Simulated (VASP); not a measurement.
# Si (R3) in VASP: single point with r2SCAN

Aim: the single point of Si with r2SCAN.

Everything below comes from runs of VASP 6.6.1. Logs are shortened: lines on timing, memory, paths and dates and some standing lists are left out, and cuts for length are marked.

**1. The cell of the first run**

Symmetry: R3, No. 146, trigonal system. Conventional cell: a = 9.401 Å, b = 9.401 Å, c = 5.757 Å, α = 90.00°, β = 90.00°, γ = 120.00°. Si (site symmetry 3) has 4 Si at 2.37 to 2.52 Å within 3.1 Å. Within 3.1 Å of Si (site symmetry 1) lie 4 Si at 2.32 to 2.39 Å. Si (site symmetry 3) has 5 Si at 2.39 to 3.24 Å within 3.3 Å. Within 3.1 Å of Si (site symmetry 1) lie 4 Si at 2.32 to 2.39 Å.

**2. Single point, r2SCAN (atom 1 (Si) moved -0.200 Å towards its neighbour atom 5 (Si) at 2.319 Å)**

POSCAR reads:

```
Si
1.0
   -3.3236145461      3.3236145461      3.3236145461
    3.3236145461     -3.3236145461      3.3236145461
    3.3236145461      3.3236145461     -3.3236145461
Si
8
Direct
    0.2361419638      0.2361419638      0.2361419638
    0.5000000000      0.0000000000      0.2986003483
    0.2986003483      0.5000000000      0.0000000000
    0.0000000000      0.2986003483      0.5000000000
    0.7986003483      0.7986003483      0.7986003483
    0.5000000000      0.0000000000      0.7013996517
    0.7013996517      0.5000000000      0.0000000000
    0.0000000000      0.7013996517      0.5000000000
```

INCAR.step1 reads:

```
SYSTEM = Si
PREC = Accurate
ENCUT = 520
ISMEAR = 0
SIGMA = 0.15
LREAL = .FALSE.
LASPH = .TRUE.
NELM = 60
NBANDS = 26
GGA = PE
ALGO = Normal
EDIFF = 1E-4
LWAVE = .TRUE.
LCHARG = .FALSE.
```

INCAR.step2 reads:

```
SYSTEM = Si
PREC = Accurate
ENCUT = 520
EDIFF = 1E-6
ISMEAR = 0
SIGMA = 0.15
LREAL = .FALSE.
LASPH = .TRUE.
NELM = 60
ALGO = Normal
ISIF = 2
LWAVE = .FALSE.
LCHARG = .TRUE.
METAGGA = R2SCAN
LMIXTAU = .TRUE.
LELF = .TRUE.
LVHAR = .TRUE.
NBANDS = 26
ISTART = 1
```

KPOINTS reads:

```
regular mesh
0
G
  8 8 8
  0 0 0
```

Potentials or basis: VASP PAW PBE potentials, release 64 (Si).

Launch:

```sh
$ cat potpaw_PBE.64/Si/POTCAR > POTCAR
$ cp INCAR.step1 INCAR
$ mpirun -np 1 vasp_std > vasp.out
$ cp INCAR.step2 INCAR
$ mpirun -np 1 vasp_std > vasp.out
```

OUTCAR:

```text
SYSTEM = Si
   PREC = Accurate
   ENCUT = 520
   EDIFF = 1E-6
   ISMEAR = 0
   LREAL = .FALSE.
   LASPH = .TRUE.
   NELM = 60
   ISIF = 2
   METAGGA = R2SCAN
   ISTART = 1

 ion  position               nearest neighbor table
   1  0.236  0.236  0.236-   3 2.37   4 2.37   2 2.37   5 2.52
   2  0.500  0.000  0.299-   6 2.32   1 2.37   4 2.39   3 2.39
   3  0.299  0.500  0.000-   7 2.32   1 2.37   2 2.39   4 2.39
   4  0.000  0.299  0.500-   8 2.32   1 2.37   3 2.39   2 2.39
   5  0.799  0.799  0.799-   6 2.39   7 2.39   8 2.39   1 2.52
   6  0.500  0.000  0.701-   2 2.32   5 2.39   7 2.39   8 2.39
   7  0.701  0.500  0.000-   3 2.32   5 2.39   8 2.39   6 2.39
   8  0.000  0.701  0.500-   4 2.32   5 2.39   6 2.39   7 2.39

  LATTYP: Found a body centered cubic cell.
 ALAT       =     6.6472290922

  Lattice vectors:

 A1 = (  -3.3236145461,   3.3236145461,   3.3236145461)
 A2 = (   3.3236145461,  -3.3236145461,   3.3236145461)
 A3 = (   3.3236145461,   3.3236145461,  -3.3236145461)

Analysis of symmetry for initial positions (statically):
=====================================================================
 Subroutine PRICEL returns:
 Original cell was already a primitive cell.

 Routine SETGRP: Setting up the symmetry group for a
 body centered cubic supercell.

 Subroutine GETGRP returns: Found  3 space group operations
 (whereof  3 operations were pure point group operations)
 out of a pool of 48 trial point group operations.

The static configuration has the point symmetry C_3 .

Analysis of symmetry for dynamics (positions and initial velocities):
=====================================================================
 Subroutine PRICEL returns:
 Original cell was already a primitive cell.

 Routine SETGRP: Setting up the symmetry group for a
 body centered cubic supercell.

 Subroutine GETGRP returns: Found  3 space group operations
 (whereof  3 operations were pure point group operations)
 out of a pool of 48 trial point group operations.

The dynamic configuration has the point symmetry C_3 .

 Subroutine INISYM returns: Found  3 space group operations
 (whereof  3 operations are pure point group operations),
 and found     1 'primitive' translations

----------------------------------------------------------------------------------------

                                     Primitive cell

  volume of cell :     146.8561
[... 100 lines left out ...]
   NELM   =     60;   NELMIN=  2; NELMDL=  0     # of ELM steps
   EDIFF  = 0.1E-05   stopping-criterion for ELM
   LREAL  =      F    real-space projection
   EDIFFG = 0.1E-04   stopping-criterion for IOM
   NSW    =      0    number of steps for IOM
   IBRION =     -1    ionic relax: 0-MD 1-quasi-New 2-CG
   NFREE  =      0    steps in history (QN), initial steepest desc. (CG)
   ISIF   =      2    stress and relaxation
   ISYM   =      2    0-nonsym 1-usesym 2-fastsym
   POTIM  = 0.5000    time-step for ionic-motion
   TEBEG  =    0.0;   TEEND  =   0.0 temperature during run
   PSTRESS=    0.0 pullay stress
   NELECT =      32.0000    total number of electrons
   NUPDOWN=      -1.0000    fix difference up-down
   EMIN   =  10.00;   EMAX   =-10.00  energy-range for DOS
   EFERMI =   0.00;   METHOD = LEGACY
   ISMEAR =     0;   SIGMA  =   0.15  broadening in eV -4-tet -1-fermi 0-gaus
   EFERMI_NEDOS =   21; number of points for ismear=-14 and -15
   IALGO  =     38    algorithm
   IMIX   =      4    mixing-type and parameters
     AMIX     =   0.40;   BMIX     =  1.00
     AMIX_MAG =   1.60;   BMIX_MAG =  1.00
  volume/ion in A,a.u.               =      18.36       123.88
  Fermi-wavevector in a.u.,A,eV,Ry     =   0.985131  1.861628 13.204236  0.970484
  Thomas-Fermi vector in A             =   2.116416
   LORBIT       =      0    0 simple, 1 ext, 2 COOP (PROOUT), +10 PAW based schemes
   METAGGA = R2SCAN    functional components
   LHFCALC =     F    Hartree Fock is set to
   AEXX    =    0.0000 exact exchange contribution
   IVDW    =     0    specifies the selected vdW correction
   LEPSILON=     F    determine dielectric tensor
   LRPA    =     F    only Hartree local field effects (RPA)
 non-spin polarized calculation
 Gauss-broadening in eV      SIGMA  =   0.15
  energy-cutoff  :      520.00
  volume of cell :      146.86
 maximum number of plane-waves:      4012
 NGX is ok and might be reduce to    48
   NGX = 21   NGY = 21   NGZ = 21

 number of electron      31.9999999 magnetization

 Free energy of the ion-electron system (eV)
  ---------------------------------------------------
  ext. energy  EPLUGINS =         0.00000000
  ---------------------------------------------------
  free energy    TOTEN  =       -68.54134550 eV

  energy without entropy =      -68.53514931  energy(sigma->0) =      -68.53824741

 E-fermi :   7.0545     XC(G=0): -10.3907

 val. band max:        6.9804196845   @ k =  -0.3750   0.3750   0.3750
 cond. band min:       7.0949949544   @ k =   0.5000   0.5000   0.5000
 fundamental gap:      0.1145752699
 Fermi energy:         7.0544500319

 k-point     1 :       0.0000    0.0000    0.0000
  band No.  band energies     occupation
      1      -6.2398      2.00000
      2      -1.7227      2.00000
      3      -1.3856      2.00000
      4      -1.3856      2.00000
      5      -1.0172      2.00000
      6       0.2649      2.00000
[... 685 lines left out ...]
     25      11.8214      0.00000
     26      12.2148      0.00000

 [... further k-points ...]
[... 5 lines left out ...]
  --------------------------------------------------------------------------------------
  -------------------------------------------------------------------------------------
  Total       -0.8940232     -0.8940232     -0.8940232     -1.0746636     -1.0746636     -1.0746636
  in kB       -9.7536555     -9.7536555     -9.7536555    -11.7244145    -11.7244145    -11.7244145
  external PRESSURE =      -9.7536555 kB  Pullay stress =       0.0000000 kB

 VOLUME and BASIS-vectors are now :
 -----------------------------------------------------------------------------
  energy-cutoff  :      520.00
  volume of cell :      146.86
      direct lattice vectors                 reciprocal lattice vectors
    -3.323614546  3.323614546  3.323614546     0.000000000  0.150438624  0.150438624
     3.323614546 -3.323614546  3.323614546     0.150438624  0.000000000  0.150438624
     3.323614546  3.323614546 -3.323614546     0.150438624  0.150438624  0.000000000

 POSITION                                       TOTAL-FORCE (eV/Angst)
 -----------------------------------------------------------------------------------
      0.78484      0.78484      0.78484        -0.712694     -0.712694     -0.712694
     -0.66937      2.65424      0.66937        -0.099021      0.130873      0.072990
      0.66937     -0.66937      2.65424         0.072990     -0.099021      0.130873
      2.65424      0.66937     -0.66937         0.130873      0.072990     -0.099021
      2.65424      2.65424      2.65424         0.448806      0.448806      0.448806
      0.66937      3.99299     -0.66937         0.048915      0.070334      0.039797
     -0.66937      0.66937      3.99299         0.039797      0.048915      0.070334
      3.99299     -0.66937      0.66937         0.070334      0.039797      0.048915
 -----------------------------------------------------------------------------------
    total drift:                               -0.000021     -0.000021     -0.000021

  FREE ENERGIE OF THE ION-ELECTRON SYSTEM (eV)
  ---------------------------------------------------
  free  energy   TOTEN  =       -68.5413455040 eV

  energy  without entropy=      -68.5351493100  energy(sigma->0) =      -68.53824741
```

OUTCAR.step1:

```text
SYSTEM = Si
   PREC = Accurate
   ENCUT = 520
   ISMEAR = 0
   LREAL = .FALSE.
   LASPH = .TRUE.
   NELM = 60
[... 940 lines left out ...]
      0.66937      3.99299     -0.66937         0.131533      0.161018     -0.062268
     -0.66937      0.66937      3.99299        -0.062268      0.131533      0.161018
      3.99299     -0.66937      0.66937         0.161018     -0.062268      0.131533
 -----------------------------------------------------------------------------------
    total drift:                               -0.000060     -0.000060     -0.000060

  FREE ENERGIE OF THE ION-ELECTRON SYSTEM (eV)
  ---------------------------------------------------
  free  energy   TOTEN  =       -42.0213426128 eV

  energy  without entropy=      -42.0110866144  energy(sigma->0) =      -42.01621461
```

OSZICAR.step1:

```text
N       E                     dE             d eps       ncg     rms          rms(c)
DAV:   1     0.592394748177E+02    0.59239E+02   -0.12130E+04  4680   0.102E+03
DAV:   2    -0.377901955542E+02   -0.97030E+02   -0.89357E+02  5790   0.145E+02
DAV:   3    -0.425488503124E+02   -0.47587E+01   -0.46479E+01  6284   0.289E+01
DAV:   4    -0.426209201639E+02   -0.72070E-01   -0.71857E-01  5772   0.441E+00
DAV:   5    -0.426221879167E+02   -0.12678E-02   -0.12662E-02  6178   0.544E-01    0.926E+00
DAV:   6    -0.421611384040E+02    0.46105E+00   -0.33333E-01  5778   0.249E+00    0.551E+00
DAV:   7    -0.420258375475E+02    0.13530E+00   -0.45943E-01  5884   0.279E+00    0.676E-01
DAV:   8    -0.420213109607E+02    0.45266E-02   -0.72954E-02  5510   0.129E+00    0.380E-01
DAV:   9    -0.420215171595E+02   -0.20620E-03   -0.35840E-03  5844   0.336E-01    0.178E-01
DAV:  10    -0.420213456546E+02    0.17150E-03   -0.57379E-04  5820   0.119E-01    0.653E-02
DAV:  11    -0.420213426128E+02    0.30418E-05   -0.16694E-04  3364   0.637E-02
   1 F= -.42021343E+02 E0= -.42016215E+02  d E =-.102560E-01
```

It took 10 min on 1 thread of Intel Xeon 6975P-C (Granite Rapids), shared host; peak memory 0.49 GiB.

What came out:

```yaml
Free_energy: -68.5413 eV
Pressure: -1.0 GPa
Largest_force: 1.234 eV/Å
```

Forces in eV/Å, atoms in the order of the input:
```
Si  -0.713 -0.713 -0.713
Si  -0.099  0.131  0.073
Si   0.073 -0.099  0.131
Si   0.131  0.073 -0.099
Si   0.449  0.449  0.449
Si   0.049  0.070  0.040
Si   0.040  0.049  0.070
Si   0.070  0.040  0.049
```

Stress tensor (GPa, compression positive):
```
-0.98 -1.17 -1.17
-1.17 -0.98 -1.17
-1.17 -1.17 -0.98
```

Caveat: the cell differs from its parent crystal (atom 1 (Si) moved -0.200 Å towards its neighbour atom 5 (Si) at 2.319 Å); the PAW data sets were made with another functional, which shifts forces and pressure a little.
